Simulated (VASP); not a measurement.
Set up this calculation in VASP 6.6.1, as the native input.

```yaml
Task: single point
Functional: PBEsol
Potentials_or_basis: VASP PAW PBE potentials, release 64 (Mg, O)
Cutoff: 520 eV
k_mesh: 10 × 10 × 10
Occupations: gaussian, width 0.05 eV
Spin: no spin polarisation
Dipole_correction: no
Further_INCAR_settings: ALGO = Normal; EDIFF = 1e-07; NBANDS = 11
```

The structure of MgO lies in POSCAR:

```
MgO
1.0
    0.0000000000      2.0901029176      2.0901029176
    2.0901029176      0.0000000000      2.0901029176
    2.0901029176      2.0901029176      0.0000000000
Mg O
1 1
Direct
    0.0252360405      0.0252360405     -0.0252360405
    0.4616624812      0.4616624812      0.5383375188
```

One way to write it, as run:

INCAR

```
SYSTEM = MgO
PREC = Accurate ; ENCUT = 520
EDIFF = 1E-7 ; ISMEAR = 0
SIGMA = 0.05 ; LREAL = .False.
LASPH = .True. ; NELM = 60
ALGO = Normal ; ISIF = 2
LWAVE = .False. ; LCHARG = .False.
GGA = PS ; NBANDS = 11
```

KPOINTS

```
regular mesh
0
Gamma
  10 10 10
  0 0 0
```

Potentials or basis: VASP PAW PBE potentials, release 64 (Mg, O).

The run is started by

```console
$ cat potpaw_PBE.64/Mg/POTCAR potpaw_PBE.64/O/POTCAR > POTCAR
$ mpirun -np 1 vasp_std > vasp.out
```

Results of the run:

| Property | Result |
| --- | --- |
| Pressure | 11.9 GPa |
| Largest force | 2.457 eV/Å |
| Band gap on the k mesh | 4.84 eV, direct |

Caveat: the PAW data sets were made with another functional, which shifts forces and pressure a little.

It took 7.3 s on 1 thread of Intel(R) Xeon(R) 6975P-C (Granite Rapids), on a shared host, peak memory 0.15 GiB.
